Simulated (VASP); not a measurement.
# BAs in VASP: notebook

The runs below take BAs through single point, with HSE06.

All numbers are computed with VASP 6.6.1; they aren't measurements. Logs are shortened: lines on timing, memory, paths and dates and some standing lists are left out, and cuts for length are marked.

## Step 1: The cell of the first run

It takes space group F-43m (No. 216, cubic). The conventional cell has a = 4.784 Å, b = 4.784 Å, c = 4.784 Å, α = 90.00°, β = 90.00°, γ = 90.00°. B (site symmetry -43m) has 4 As at 2.07 Å within 2.7 Å. As (site symmetry -43m) has 4 B at 2.07 Å within 2.7 Å.

## Step 2: Single point, HSE06

Input file POSCAR:

```
BAs
1.0
    0.0000000000      2.3918676074      2.3918676074
    2.3918676074      0.0000000000      2.3918676074
    2.3918676074      2.3918676074      0.0000000000
B As
1 1
Direct
    0.0000000000      0.0000000000      0.0000000000
    0.2500000000      0.2500000000      0.2500000000
```

Input file INCAR.step1:

```
SYSTEM = BAs
PREC = Accurate
ENCUT = 520
EDIFF = 1E-5
ISMEAR = 0
SIGMA = 0.01
LREAL = .FALSE.
LASPH = .TRUE.
NELM = 100
ALGO = Normal
ISIF = 2
LWAVE = .TRUE.
NBANDS = 11
GGA = PE
```

Input file INCAR.step2:

```
SYSTEM = BAs
PREC = Accurate
ENCUT = 520
EDIFF = 1E-6
ISMEAR = 0
SIGMA = 0.01
LREAL = .FALSE.
LASPH = .TRUE.
NELM = 100
ALGO = Normal
ISIF = 2
LWAVE = .FALSE.
LCHARG = .TRUE.
GGA = PE
LHFCALC = .TRUE.
HFSCREEN = 0.2079
PRECFOCK = Normal
LELF = .TRUE.
LVHAR = .TRUE.
NBANDS = 11
ISTART = 1
```

Input file KPOINTS:

```
Automatic mesh
0
G
  6 6 6
  0 0 0
```

Potentials or basis: VASP PAW PBE potentials, release 64 (B, As).

The run is started by

```console
$ cat potpaw_PBE.64/B/POTCAR potpaw_PBE.64/As/POTCAR > POTCAR
$ cp INCAR.step1 INCAR
$ mpirun -np 1 vasp_std > vasp.out
$ cp INCAR.step2 INCAR
$ mpirun -np 1 vasp_std > vasp.out
```

OUTCAR:

```text
SYSTEM = BAs
   PREC = Accurate
   ENCUT = 520
   EDIFF = 1E-6
   ISMEAR = 0
   LREAL = .FALSE.
   LASPH = .TRUE.
   NELM = 100
   ISIF = 2
   GGA = PE
   LHFCALC = .TRUE.
   HFSCREEN = 0.2079
   PRECFOCK = Normal
   ISTART = 1

 ion  position               nearest neighbor table
   1  0.000  0.000  0.000-   2 2.07   2 2.07   2 2.07   2 2.07
   2  0.250  0.250  0.250-   1 2.07   1 2.07   1 2.07   1 2.07

  LATTYP: Found a face centered cubic cell.
 ALAT       =     4.7837352148

  Lattice vectors:

 A1 = (   0.0000000000,   2.3918676074,   2.3918676074)
 A2 = (   2.3918676074,   0.0000000000,   2.3918676074)
 A3 = (   2.3918676074,   2.3918676074,   0.0000000000)

Analysis of symmetry for initial positions (statically):
=====================================================================
 Subroutine PRICEL returns:
 Original cell was already a primitive cell.

 Routine SETGRP: Setting up the symmetry group for a
 face centered cubic supercell.

 Subroutine GETGRP returns: Found 24 space group operations
 (whereof 24 operations were pure point group operations)
 out of a pool of 48 trial point group operations.

The static configuration has the point symmetry T_d .

Analysis of symmetry for dynamics (positions and initial velocities):
=====================================================================
 Subroutine PRICEL returns:
 Original cell was already a primitive cell.

 Routine SETGRP: Setting up the symmetry group for a
 face centered cubic supercell.

 Subroutine GETGRP returns: Found 24 space group operations
 (whereof 24 operations were pure point group operations)
 out of a pool of 48 trial point group operations.

The dynamic configuration has the point symmetry T_d .

 Subroutine INISYM returns: Found 24 space group operations
 (whereof 24 operations are pure point group operations),
 and found     1 'primitive' translations

----------------------------------------------------------------------------------------

                                     Primitive cell

  volume of cell :      27.3679

  direct lattice vectors                    reciprocal lattice vectors
     0.000000000  2.391867607  2.391867607    -0.209041670  0.209041670  0.209041670
     2.391867607  0.000000000  2.391867607     0.209041670 -0.209041670  0.209041670
     2.391867607  2.391867607  0.000000000     0.209041670  0.209041670 -0.209041670

  length of vectors
     3.382611610  3.382611610  3.382611610     0.362070794  0.362070794  0.362070794

  position of ions in fractional coordinates (direct lattice)
     0.000000000  0.000000000  0.000000000
     0.250000000  0.250000000  0.250000000

  ion indices of the primitive-cell ions
   primitive index   ion index
                 1           1
                 2           2

----------------------------------------------------------------------------------------

 KPOINTS: Automatic mesh

Automatic generation of k-mesh.
 Grid dimensions read from file:
 generate k-points for:    6    6    6

 Generating k-lattice:

  Cartesian coordinates                     Fractional coordinates (reciprocal lattice)
    -0.034840278  0.034840278  0.034840278     0.166666667  0.000000000  0.000000000
     0.034840278 -0.034840278  0.034840278     0.000000000  0.166666667  0.000000000
     0.034840278  0.034840278 -0.034840278     0.000000000  0.000000000  0.166666667

  Length of vectors
     0.060345132  0.060345132  0.060345132

  Shift w.r.t. Gamma in fractional coordinates (k-lattice)
     0.000000000  0.000000000  0.000000000

 Subroutine IBZKPT returns following result:
 ===========================================

 Found     16 irreducible k-points:

 Following reciprocal coordinates:
            Coordinates               Weight
  0.000000  0.000000  0.000000      1.000000
  0.166667  0.000000  0.000000      8.000000
  0.333333  0.000000  0.000000      8.000000
  0.500000  0.000000  0.000000      4.000000
  0.166667  0.166667  0.000000      6.000000
  0.333333  0.166667  0.000000     24.000000
[... 8 lines left out ...]
 -0.333333  0.333333  0.166667     24.000000
 -0.333333  0.500000  0.166667     12.000000
   k-points           NKPTS =     16   k-points in BZ     NKDIM =    216   number of bands    NBANDS=     11
   number of dos      NEDOS =    301   number of ions     NIONS =      2
   total plane-waves  NPLWV =  21952
   dimension x,y,z NGX =    28 NGY =   28 NGZ =   28
   dimension x,y,z NGXF=    56 NGYF=   56 NGZF=   56
   ions per type =               1   1
   NGX,Y,Z   is equivalent  to a cutoff of  13.76, 13.76, 13.76 a.u.
   NGXF,Y,Z  is equivalent  to a cutoff of  27.52, 27.52, 27.52 a.u.
 SYSTEM =  BAs
   PREC   = accura    normal or accurate (medium, high low for compatibility)
   ISTART =      1    job   : 0-new  1-cont  2-samecut
   ICHARG =      0    charge: 1-file 2-atom 10-const
   ISPIN  =      1    spin polarized calculation?
   LNONCOLLINEAR =      F non collinear calculations
   LSORBIT =      F    spin-orbit coupling
   LASPH  =      T    aspherical Exc in radial PAW
   ENCUT  =  520.0 eV  38.22 Ry    6.18 a.u.   6.29  6.29  6.29*2*pi/ulx,y,z
   NELM   =    100;   NELMIN=  2; NELMDL=  0     # of ELM steps
   EDIFF  = 0.1E-05   stopping-criterion for ELM
   LREAL  =      F    real-space projection
   EDIFFG = 0.1E-04   stopping-criterion for IOM
   NSW    =      0    number of steps for IOM
   IBRION =     -1    ionic relax: 0-MD 1-quasi-New 2-CG
   NFREE  =      0    steps in history (QN), initial steepest desc. (CG)
   ISIF   =      2    stress and relaxation
   ISYM   =      3    0-nonsym 1-usesym 2-fastsym
   POTIM  = 0.5000    time-step for ionic-motion
   TEBEG  =    0.0;   TEEND  =   0.0 temperature during run
   PSTRESS=    0.0 pullay stress
   NELECT =       8.0000    total number of electrons
   NUPDOWN=      -1.0000    fix difference up-down
   EMIN   =  10.00;   EMAX   =-10.00  energy-range for DOS
   EFERMI =   0.00;   METHOD = LEGACY
   ISMEAR =     0;   SIGMA  =   0.01  broadening in eV -4-tet -1-fermi 0-gaus
   EFERMI_NEDOS =   21; number of points for ismear=-14 and -15
   IALGO  =     38    algorithm
   IMIX   =      1    mixing-type and parameters
     AMIX     =   0.40;   BMIX     =  1.00
     AMIX_MAG =   1.60;   BMIX_MAG =  1.00
  volume/ion in A,a.u.               =      13.68        92.34
  Fermi-wavevector in a.u.,A,eV,Ry     =   1.086487  2.053162 16.061039  1.180453
  Thomas-Fermi vector in A             =   2.222624
   LORBIT       =      0    0 simple, 1 ext, 2 COOP (PROOUT), +10 PAW based schemes
   GGA     = PE    functional components
   LHFCALC =     T    Hartree Fock is set to
   PRECFOCK=normal    Normal, Fast or Accurate (Low or Medium for compatibility)
   ENCUT4O =  -1.0   cutoff for four orbital integrals eV
   NKREDX  =     1    reduce k-point grid by
   NKREDY  =     1    reduce k-point grid by
   NKREDZ  =     1    reduce k-point grid by
   AEXX    =    0.2500 exact exchange contribution
   HFSCREEN=    0.2079 screening length (either q_TF or 0.3 A-1)
   HFSCREENC=   0.2079 screening length for correlation (either q_TF or 0.3 A-1)
   ENCUTFOCK=  -1.0 apply spherical cutoff to Coloumb kernel
   IVDW    =     0    specifies the selected vdW correction
   LEPSILON=     F    determine dielectric tensor
   LRPA    =     F    only Hartree local field effects (RPA)
 non-spin polarized calculation
 Gauss-broadening in eV      SIGMA  =   0.01
  energy-cutoff  :      520.00
  volume of cell :       27.37
 maximum number of plane-waves:       754
 NGX is ok and might be reduce to    28
  NGX = 20; NGY = 20; NGZ = 20

 number of electron       8.0000000 magnetization

 Free energy of the ion-electron system (eV)
  ---------------------------------------------------
  ext. energy  EPLUGINS =         0.00000000
  ---------------------------------------------------
  free energy    TOTEN  =       -13.24198584 eV

  energy without entropy =      -13.24198584  energy(sigma->0) =      -13.24198584

 E-fermi :   5.7233     XC(G=0):  -8.7460

 val. band max:        5.6684431436   @ k =   0.0000   0.0000   0.0000
 cond. band min:       7.6175047358   @ k =   0.3333   0.3333   0.0000
 fundamental gap:      1.9490615922
 Fermi energy:         5.7233479774

 k-point     1 :       0.0000    0.0000    0.0000
  band No.  band energies     occupation
      1     -11.2432      2.00000
      2       5.6684      2.00000
      3       5.6684      2.00000
      4       5.6684      2.00000
      5       9.7763      0.00000
      6       9.7763      0.00000
      7       9.7763      0.00000
      8      11.4867      0.00000
      9      16.2697      0.00000
     10      19.6994      0.00000
     11      19.6994      0.00000

 k-point     2 :       0.1667    0.0000    0.0000
  band No.  band energies     occupation
      1     -10.7454      2.00000
      2       2.4868      2.00000
      3       4.9485      2.00000
      4       4.9485      2.00000
      5       9.8456      0.00000
      6      10.7215      0.00000
      7      10.7215      0.00000
      8      13.4891      0.00000
      9      17.7767      0.00000
     10      17.9818      0.00000
     11      17.9818      0.00000

 k-point     3 :       0.3333    0.0000    0.0000
  band No.  band energies     occupation
      1      -9.3496      2.00000
      2      -1.7095      2.00000
      3       4.0304      2.00000
      4       4.0304      2.00000
      5       9.3858      0.00000
      6      11.4251      0.00000
      7      11.4251      0.00000
      8      15.5879      0.00000
      9      18.3032      0.00000
     10      18.8079      0.00000
     11      18.8079      0.00000

 k-point     4 :       0.5000    0.0000    0.0000
  band No.  band energies     occupation
      1      -8.0684      2.00000
      2      -3.9934      2.00000
      3       3.6889      2.00000
      4       3.6889      2.00000
      5       9.2035      0.00000
      6      11.3578      0.00000
      7      11.3578      0.00000
      8      15.6774      0.00000
      9      19.7155      0.00000
     10      21.5754      0.00000
     11      21.5754      0.00000

 k-point     5 :       0.1667    0.1667    0.0000
  band No.  band energies     occupation
      1     -10.5774      2.00000
      2       3.2071      2.00000
      3       3.8422      2.00000
      4       3.8422      2.00000
      5       8.6722      0.00000
      6      12.2972      0.00000
      7      12.2972      0.00000
      8      12.3876      0.00000
      9      16.4002      0.00000
     10      18.5962      0.00000
     11      20.3989      0.00000
[... 99 lines left out ...]
 k-point    13 :       0.5000    0.5000    0.0000
  band No.  band energies     occupation
      1      -6.5697      2.00000
      2      -3.7879      2.00000
      3       1.2263      2.00000
      4       1.2263      2.00000
      5       7.7512      0.00000
      6       7.8194      0.00000
      7      18.5666      0.00000
      8      18.5666      0.00000
      9      20.0644      0.00000
     10      24.4187      0.00000
     11      24.7347      0.00000

 k-point    14 :       0.5000    0.3333    0.1667
  band No.  band energies     occupation
      1      -8.1492      2.00000
      2      -1.7653      2.00000
      3       0.3925      2.00000
      4       2.2000      2.00000
      5      10.3132      0.00000
      6      11.8083      0.00000
      7      12.5201      0.00000
      8      15.9858      0.00000
      9      18.4338      0.00000
     10      20.6138      0.00000
     11      23.2212      0.00000

 k-point    15 :      -0.3333    0.3333    0.1667
  band No.  band energies     occupation
      1      -6.9912      2.00000
      2      -3.2244      2.00000
      3      -0.2084      2.00000
      4       1.4953      2.00000
      5      10.8977      0.00000
      6      11.8443      0.00000
      7      14.3683      0.00000
      8      15.7064      0.00000
      9      17.0978      0.00000
     10      21.4668      0.00000
     11      23.4247      0.00000

 k-point    16 :      -0.3333    0.5000    0.1667
  band No.  band energies     occupation
      1      -6.4361      2.00000
      2      -3.4453      2.00000
      3       0.0889      2.00000
      4       0.3005      2.00000
      5      10.2585      0.00000
      6      10.5411      0.00000
      7      15.5392      0.00000
      8      15.7823      0.00000
      9      19.4407      0.00000
     10      22.7607      0.00000
     11      22.8338      0.00000

------------------------ aborting loop because EDIFF is reached ----------------------------------------

  FORCE on cell =-STRESS in cart. coord.  units (eV):
  Direction    XX          YY          ZZ          XY          YZ          ZX
  --------------------------------------------------------------------------------------
  -------------------------------------------------------------------------------------
  Total       -0.2001568     -0.2001568     -0.2001568      0.0000000     -0.0000000     -0.0000000
  in kB      -11.7176234    -11.7176234    -11.7176234      0.0000000     -0.0000000     -0.0000000
  external PRESSURE =     -11.7176234 kB  Pullay stress =       0.0000000 kB

 VOLUME and BASIS-vectors are now :
 -----------------------------------------------------------------------------
  energy-cutoff  :      520.00
  volume of cell :       27.37
      direct lattice vectors                 reciprocal lattice vectors
     0.000000000  2.391867607  2.391867607    -0.209041670  0.209041670  0.209041670
     2.391867607  0.000000000  2.391867607     0.209041670 -0.209041670  0.209041670
     2.391867607  2.391867607  0.000000000     0.209041670  0.209041670 -0.209041670

 POSITION                                       TOTAL-FORCE (eV/Angst)
 -----------------------------------------------------------------------------------
      0.00000      0.00000      0.00000         0.000000      0.000000     -0.000000
      1.19593      1.19593      1.19593        -0.000000     -0.000000      0.000000
 -----------------------------------------------------------------------------------
    total drift:                               -0.000000     -0.000000     -0.000000

  FREE ENERGIE OF THE ION-ELECTRON SYSTEM (eV)
  ---------------------------------------------------
  free  energy   TOTEN  =       -13.2419858445 eV

  energy  without entropy=      -13.2419858445  energy(sigma->0) =      -13.24198584
```

It took 4.3 min on 1 thread of Intel Xeon 6975P-C (Granite Rapids), shared host; peak memory 0.27 GiB.

Results:

* Free energy: -13.2420 eV
* Pressure: -1.2 GPa
* Band gap on the k mesh: 1.95 eV, indirect (least direct gap 4.11 eV)

Caveat: the PAW data sets were made with another functional, which shifts forces and pressure a little. A k mesh can miss the band edges.

## Step 3: Single point, HSE06 (strain +1.5%)

Input file POSCAR:

```
BAs
1.0
    0.0000000000      2.4277456215      2.4277456215
    2.4277456215      0.0000000000      2.4277456215
    2.4277456215      2.4277456215      0.0000000000
B As
1 1
Direct
    0.0000000000      0.0000000000      0.0000000000
    0.2500000000      0.2500000000      0.2500000000
```

Input file INCAR.step1:

```
  PREC = Accurate
  ENCUT = 520
  EDIFF = 1E-5
  ISMEAR = 0
  SIGMA = 0.01
  LREAL = F
  LASPH = T
  NELM = 80
  ALGO = Normal
  ISIF = 2
  LWAVE = T
  LCHARG = F
  NBANDS = 11
  GGA = PE
```

Input file INCAR.step2:

```
  PREC = Accurate
  ENCUT = 520
  EDIFF = 1E-6
  ISMEAR = 0
  SIGMA = 0.01
  LREAL = F
  LASPH = T
  NELM = 80
  ALGO = Normal
  ISIF = 2
  LWAVE = F
  LCHARG = F
  GGA = PE
  LHFCALC = T
  HFSCREEN = 0.2079
  PRECFOCK = Normal
  NBANDS = 11
  ISTART = 1
```

Input file KPOINTS:

```
Automatic mesh
0
Gamma
  6 6 6
```

Potentials or basis: VASP PAW PBE potentials, release 64 (B, As).

The run is started by

```console
$ cat potpaw_PBE.64/B/POTCAR potpaw_PBE.64/As/POTCAR > POTCAR
$ cp INCAR.step1 INCAR
$ mpirun -np 1 vasp_std > vasp.out
$ cp INCAR.step2 INCAR
$ mpirun -np 1 vasp_std > vasp.out
```

Wall time 4.3 min (1 thread of Intel Xeon 6975P-C (Granite Rapids), shared host); peak memory 0.27 GiB.

The run converged. Its results:

```yaml
Free_energy: -13.2096 eV
Pressure: -7.0 GPa
Band_gap_on_the_k_mesh: 1.98 eV, indirect (least direct gap 4.05 eV)
```

Levels at points of the mesh, in eV from the valence-band top:
```
           k point  band 1  band 2  band 3  band 4  band 5  band 6  band 7  band 8
(0.00, 0.00, 0.00)  -16.49    0.00    0.00    0.00    4.05    4.05    4.05    5.21
(0.50, 0.00, 0.00)  -13.48   -9.32   -1.90   -1.90    3.26    5.63    5.63    9.91
(0.50, 0.50, 0.00)  -12.06   -9.20   -4.24   -4.24    2.14    2.19   12.45   12.45
```

Caveat: the cell differs from its parent crystal (strain +1.5%); the PAW data sets were made with another functional, which shifts forces and pressure a little. A k mesh can miss the band edges.

## Step 4: Single point, HSE06 (epitaxial xy strain +2.5%)

Input file POSCAR:

```
BAs
1.0
    0.0000000000      2.4516642976      2.3643689670
    2.4516642976      0.0000000000      2.3643689670
    2.4516642976      2.4516642976      0.0000000000
B As
1 1
Direct
    0.0000000000      0.0000000000      0.0000000000
    0.2500000000      0.2500000000      0.2500000000
```

Input file INCAR.step1:

```
SYSTEM = BAs
ALGO = Normal ; EDIFF = 1E-5
ENCUT = 520 ; GGA = PE
ISIF = 2 ; ISMEAR = 0
LASPH = .True. ; LCHARG = .False.
LREAL = .False. ; LWAVE = .True.
NBANDS = 11 ; NELM = 80
PREC = Accurate ; SIGMA = 0.01
```

Input file INCAR.step2:

```
SYSTEM = BAs
ALGO = Normal ; EDIFF = 1E-6
ENCUT = 520 ; GGA = PE
HFSCREEN = 0.2079 ; ISIF = 2
ISMEAR = 0 ; ISTART = 1
LASPH = .True. ; LCHARG = .False.
LHFCALC = .True. ; LREAL = .False.
LWAVE = .False. ; NBANDS = 11
NELM = 80 ; PREC = Accurate
PRECFOCK = Normal ; SIGMA = 0.01
```

Input file KPOINTS:

```
k-points
0
Gamma
  6 6 6
  0 0 0
```

The run is started by

```console
$ cat potpaw_PBE.64/B/POTCAR potpaw_PBE.64/As/POTCAR > POTCAR
$ cp INCAR.step1 INCAR
$ mpirun -np 1 vasp_std > vasp.out
$ cp INCAR.step2 INCAR
$ mpirun -np 1 vasp_std > vasp.out
```

It took 6.8 min on 1 thread of Intel Xeon 6975P-C (Granite Rapids), shared host; peak memory 0.27 GiB.

It converged, with:

| Item | Value |
| --- | --- |
| Free energy | -13.2015 eV |
| Pressure | -6.2 GPa |
| Band gap on the k mesh | 1.43 eV, indirect (least direct gap 3.68 eV) |

Stress tensor (GPa, compression positive):
```
-8.64  0.00  0.00
 0.00 -8.64  0.00
 0.00  0.00 -1.24
```

Levels at points of the mesh, in eV from the valence-band top:
```tsv
k point	band 1	band 2	band 3	band 4	band 5	band 6	band 7	band 8
(0.00, 0.00, 0.00)	-16.78	-0.35	-0.35	0.00	3.68	3.91	3.91	5.06
(0.50, 0.00, 0.00)	-13.75	-9.60	-2.35	-1.93	3.00	5.25	5.64	9.72
(0.50, 0.50, 0.00)	-12.12	-9.26	-4.73	-4.73	1.62	1.66	12.30	12.30
(0.50, 0.00, 0.50)	-12.41	-9.56	-4.41	-4.35	2.04	2.11	11.98	12.47
```

Caveat: the cell differs from its parent crystal (epitaxial xy strain +2.5%); the PAW data sets were made with another functional, which shifts forces and pressure a little. A k mesh can miss the band edges.

## Step 5: Overview

```csv
cell,gap on the mesh (eV),pressure (GPa)
"a = 3.383 Å, angles 60.0°, 2 atoms",1.95,-1.2
"a = 3.433 Å, angles 60.0°, 2 atoms",1.98,-7.0
"a = 3.406, b = 3.406, c = 3.467 Å, angles 59.4, 59.4, 61.2°, 2 atoms",1.43,-6.2
```

Alike in all rows: task single point; level HSE06; potentials or basis VASP PAW PBE potentials, release 64 (B, As); no spin polarisation; k mesh 6 × 6 × 6; cutoff (eV) 520; smearing gaussian 0.01 eV.

Caveats: the PAW data sets were made with another functional, which shifts forces and pressure a little.

Total energies depend on the potentials used, so only differences within one code and one set of settings carry meaning.
